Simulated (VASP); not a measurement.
# SiC (P6_3mc) in VASP: notebook, part 2 of 2

VASP 6.6.1. Earlier steps stand in the parts before.

### 5 Single point, r2SCAN (strain -0.040 along x and y, -0.080 along z)

POSCAR

```
SiC
1.0
    2.9521872073      0.0000000000      0.0000000000
   -1.4760936037      2.5566691183      0.0000000000
    0.0000000000      0.0000000000      4.6443135044
Si C
2 2
Direct
    0.3333333333      0.6666666667      0.0046028828
    0.6666666667      0.3333333333      0.5046028828
    0.3333333333      0.6666666667      0.3803971172
    0.6666666667      0.3333333333      0.8803971172
```

INCAR.step1

```
PREC = Accurate
ENCUT = 520
ISMEAR = 0
SIGMA = 0.05
LREAL = False
LASPH = True
NELM = 60
NBANDS = 16
GGA = PE
ALGO = Normal
EDIFF = 1E-4
LWAVE = True
LCHARG = False
```

INCAR.step2

```
PREC = Accurate
ENCUT = 520
EDIFF = 1E-6
ISMEAR = 0
SIGMA = 0.05
LREAL = False
LASPH = True
NELM = 60
ALGO = Normal
ISIF = 2
LWAVE = False
LCHARG = False
METAGGA = R2SCAN
LMIXTAU = True
NBANDS = 16
ISTART = 1
```

KPOINTS

```
regular mesh
0
Gamma
  12 12 6
```

Potentials or basis: VASP PAW PBE potentials, release 64 (Si, C).

Command:

```
$ cat potpaw_PBE.64/Si/POTCAR potpaw_PBE.64/C/POTCAR > POTCAR
$ cp INCAR.step1 INCAR
$ mpirun -np 1 vasp_std > vasp.out
$ cp INCAR.step2 INCAR
$ mpirun -np 1 vasp_std > vasp.out
```

OUTCAR:

```text
PREC = Accurate
   ENCUT = 520
   EDIFF = 1E-6
   ISMEAR = 0
   LREAL = False
   LASPH = True
   NELM = 60
   ISIF = 2
   METAGGA = R2SCAN
   ISTART = 1

 ion  position               nearest neighbor table
   1  0.333  0.667  0.005-   3 1.75   4 1.80   4 1.80   4 1.80   2 2.88   2 2.88   2 2.88   2 2.88
                             2 2.88   2 2.88
   2  0.667  0.333  0.505-   4 1.75   3 1.80   3 1.80   3 1.80   1 2.88   1 2.88   1 2.88   1 2.88
                             1 2.88   1 2.88
   3  0.333  0.667  0.380-   1 1.75   2 1.80   2 1.80   2 1.80
   4  0.667  0.333  0.880-   2 1.75   1 1.80   1 1.80   1 1.80

  LATTYP: Found a hexagonal cell.
 ALAT       =     2.9521872073
 C/A-ratio  =     1.5731771660

  Lattice vectors:

 A1 = (   2.9521872073,   0.0000000000,   0.0000000000)
 A2 = (  -1.4760936037,   2.5566691183,   0.0000000000)
 A3 = (   0.0000000000,   0.0000000000,   4.6443135044)

Analysis of symmetry for initial positions (statically):
=====================================================================
 Subroutine PRICEL returns:
 Original cell was already a primitive cell.

 Routine SETGRP: Setting up the symmetry group for a
 hexagonal supercell.

 Subroutine GETGRP returns: Found 12 space group operations
 (whereof  6 operations were pure point group operations)
 out of a pool of 24 trial point group operations.

The static configuration has the point symmetry C_3v.
 The point group associated with its full space group is C_6v.

Analysis of symmetry for dynamics (positions and initial velocities):
=====================================================================
 Subroutine PRICEL returns:
 Original cell was already a primitive cell.

 Routine SETGRP: Setting up the symmetry group for a
 hexagonal supercell.
[... 127 lines left out ...]
   IALGO  =     38    algorithm
   IMIX   =      4    mixing-type and parameters
     AMIX     =   0.40;   BMIX     =  1.00
     AMIX_MAG =   1.60;   BMIX_MAG =  1.00
  volume/ion in A,a.u.               =       8.76        59.14
  Fermi-wavevector in a.u.,A,eV,Ry     =   1.260477  2.381956 21.616959  1.588802
  Thomas-Fermi vector in A             =   2.393984
   LORBIT       =      0    0 simple, 1 ext, 2 COOP (PROOUT), +10 PAW based schemes
   METAGGA = R2SCAN    functional components
   LHFCALC =     F    Hartree Fock is set to
   AEXX    =    0.0000 exact exchange contribution
   IVDW    =     0    specifies the selected vdW correction
   LEPSILON=     F    determine dielectric tensor
   LRPA    =     F    only Hartree local field effects (RPA)
 non-spin polarized calculation
 Gauss-broadening in eV      SIGMA  =   0.05
  energy-cutoff  :      520.00
  volume of cell :       35.05
 maximum number of plane-waves:       971
 NGX is ok and might be reduce to    24
   NGX = 11   NGY = 11   NGZ = 17

 number of electron      16.0000002 magnetization

 Free energy of the ion-electron system (eV)
  ---------------------------------------------------
  ext. energy  EPLUGINS =         0.00000000
  ---------------------------------------------------
  free energy    TOTEN  =       -37.65148575 eV

  energy without entropy =      -37.65148575  energy(sigma->0) =      -37.65148575

 E-fermi :  10.4704     XC(G=0): -12.6818

 val. band max:       10.2171445832   @ k =   0.0000   0.0000   0.0000
 cond. band min:      12.6675256595   @ k =   0.3333   0.3333   0.0000
 fundamental gap:      2.4503810762
 Fermi energy:        10.4703661181

 k-point     1 :       0.0000    0.0000    0.0000
  band No.  band energies     occupation
      1      -7.6406      2.00000
      2      -2.9607      2.00000
      3       0.2512      2.00000
      4       8.3477      2.00000
      5       8.3477      2.00000
      6      10.0441      2.00000
[... 433 lines left out ...]
      3       1.8965      2.00000
      4       3.7312      2.00000
      5       4.9320      2.00000
      6       6.5884      2.00000
[... 8 lines left out ...]
     15      24.1374      0.00000
     16      24.5628      0.00000

 [... further k-points ...]

------------------------ aborting loop because EDIFF is reached ----------------------------------------

  FORCE on cell =-STRESS in cart. coord.  units (eV):
  Direction    XX          YY          ZZ          XY          YZ          ZX
  --------------------------------------------------------------------------------------
  -------------------------------------------------------------------------------------
  Total        8.5925081      8.5925081     16.6363195     -0.0000000      0.0000000      0.0000000
  in kB      392.7268404    392.7268404    760.3750985     -0.0000000      0.0000000      0.0000000
  external PRESSURE =     515.2762598 kB  Pullay stress =       0.0000000 kB

 VOLUME and BASIS-vectors are now :
 -----------------------------------------------------------------------------
  energy-cutoff  :      520.00
  volume of cell :       35.05
      direct lattice vectors                 reciprocal lattice vectors
     2.952187207  0.000000000  0.000000000     0.338731906  0.195566957  0.000000000
    -1.476093604  2.556669118  0.000000000     0.000000000  0.391133914  0.000000000
     0.000000000  0.000000000  4.644313504     0.000000000  0.000000000  0.215317075

 POSITION                                       TOTAL-FORCE (eV/Angst)
 -----------------------------------------------------------------------------------
     -0.00000      1.70445      0.02138         0.000000     -0.000000     -1.003177
      1.47609      0.85222      2.34353        -0.000000      0.000000     -1.003177
     -0.00000      1.70445      1.76668         0.000000     -0.000000      1.003177
      1.47609      0.85222      4.08884        -0.000000      0.000000      1.003177
 -----------------------------------------------------------------------------------
    total drift:                               -0.000000     -0.000000      0.000326

  FREE ENERGIE OF THE ION-ELECTRON SYSTEM (eV)
  ---------------------------------------------------
  free  energy   TOTEN  =       -37.6514857472 eV

  energy  without entropy=      -37.6514857472  energy(sigma->0) =      -37.65148575
```

OUTCAR.step1:

```text
PREC = Accurate
   ENCUT = 520
   ISMEAR = 0
   LREAL = False
   LASPH = True
[... 689 lines left out ...]
     -0.00000      1.70445      0.02138         0.000000     -0.000000     -1.036631
      1.47609      0.85222      2.34353         0.000000      0.000000     -1.036631
     -0.00000      1.70445      1.76668         0.000000     -0.000000      1.036631
      1.47609      0.85222      4.08884        -0.000000      0.000000      1.036631
 -----------------------------------------------------------------------------------
    total drift:                               -0.000000      0.000000     -0.003208

  FREE ENERGIE OF THE ION-ELECTRON SYSTEM (eV)
  ---------------------------------------------------
  free  energy   TOTEN  =       -28.9805711321 eV

  energy  without entropy=      -28.9805711321  energy(sigma->0) =      -28.98057113
```

Wall time 49 s (1 thread of Intel Xeon 6975P-C (Granite Rapids), shared host); peak memory 0.17 GiB.

What came out:

```
Free energy            : -37.6515 eV
Pressure               : 51.5 GPa
Largest force          : 1.003 eV/Å
Band gap on the k mesh : 2.45 eV (least direct gap 4.44 eV)
```

Forces on the atoms (eV/Å):
```
Si   0.000  0.000 -1.003
Si   0.000  0.000 -1.003
C    0.000  0.000  1.003
C    0.000  0.000  1.003
```

Stress tensor (GPa, compression positive):
```
39.27  0.00  0.00
 0.00 39.27  0.00
 0.00  0.00 76.04
```

Caveat: the cell differs from its parent crystal (strain -0.040 along x and y, -0.080 along z); the stress differs along the axes, from 39 to 76 GPa; the PAW data sets were made with another functional, which shifts forces and pressure a little.

### 6 Overview

```tsv
cell	gap on the mesh (eV)	pressure (GPa)	largest force (eV/Å)
a = 2.829, b = 2.829, c = 4.644 Å, angles 90.0, 90.0, 120.0°, 4 atoms	2.25	91.0	0.04
a = 2.829, b = 2.829, c = 4.846 Å, angles 90.0, 90.0, 120.0°, 4 atoms	2.09	70.9	0.97
a = 2.829, b = 2.829, c = 5.048 Å, angles 90.0, 90.0, 120.0°, 4 atoms	1.95	55.3	1.38
a = 2.952, b = 2.952, c = 4.644 Å, angles 90.0, 90.0, 120.0°, 4 atoms	2.45	51.5	1.00
```

Alike in all rows: task single point; level r2SCAN; potentials or basis VASP PAW PBE potentials, release 64 (Si, C); no spin polarisation; k mesh 12 × 12 × 6; cutoff (eV) 520; smearing gaussian 0.05 eV.

Caveats: the PAW data sets were made with another functional, which shifts forces and pressure a little; the cell stands under pressure (at least some runs); the stress differs along the axes, from 43 to 85 GPa (at least some runs); the stress differs along the axes, from 8 to 79 GPa (at least some runs); the stress differs along the axes, from 39 to 76 GPa (at least some runs).

Total energies depend on the potentials used, so only differences within one code and one set of settings carry meaning.
